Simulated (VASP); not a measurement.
# Hf4Te: single point with PBE

Crystal: Hf4Te.

```
Hf Te
1.0
     4.72674    0.00000    0.00000
     0.00000    4.72674    0.00000
     0.00000    0.00000    4.72674
Hf Te
4 1
Cartesian
  2.3634 2.3634 2.3634
  0.0000 2.3634 2.3634
  2.3634 0.0000 2.3634
  2.3634 2.3634 0.0000
  0.0000 0.0000 0.0000
```

```
Program                : VASP 6.6.1
Task                   : single point
Functional             : PBE
Potentials or basis    : VASP PAW PBE potentials, release 64 (Hf_pv, Te)
Cutoff                 : 520 eV
k mesh                 : 4 × 4 × 4
Occupations            : gaussian, width 0.1 eV
Spin                   : no spin polarisation
Dipole correction      : no
Further INCAR settings : ALGO = Normal; EDIFF = 1e-07; NBANDS = 31
```

```json
{
 "Pressure": "28.8 GPa",
 "Band gap on the k mesh": "zero (band 23 reaches 7.48 eV, above the bottom of band 24 at 5.08 eV)"
}
```

Levels at points of the mesh, in eV from the Fermi level:
```
           k point  band 20  band 21  band 22  band 23  band 24  band 25  band 26  band 27
(0.00, 0.00, 0.00)    -3.27    -2.81    -2.81    -1.52    -1.52     0.08     1.65     1.65
(0.50, 0.00, 0.00)    -1.13    -1.13    -0.94    -0.77     0.10     0.16     0.16     0.76
(0.50, 0.50, 0.00)    -0.48    -0.44    -0.42    -0.42    -0.13     1.57     1.77     2.28
(0.50, 0.50, 0.50)     0.42     0.42     0.42     0.89     0.96     1.62     1.62     1.62
```

Wall time 18 s on 1 thread of Intel(R) Xeon(R) 6975P-C (Granite Rapids), on a shared host, peak memory 0.21 GiB.

Caveat: spin-orbit coupling is left out, which moves the levels of the heavy elements.
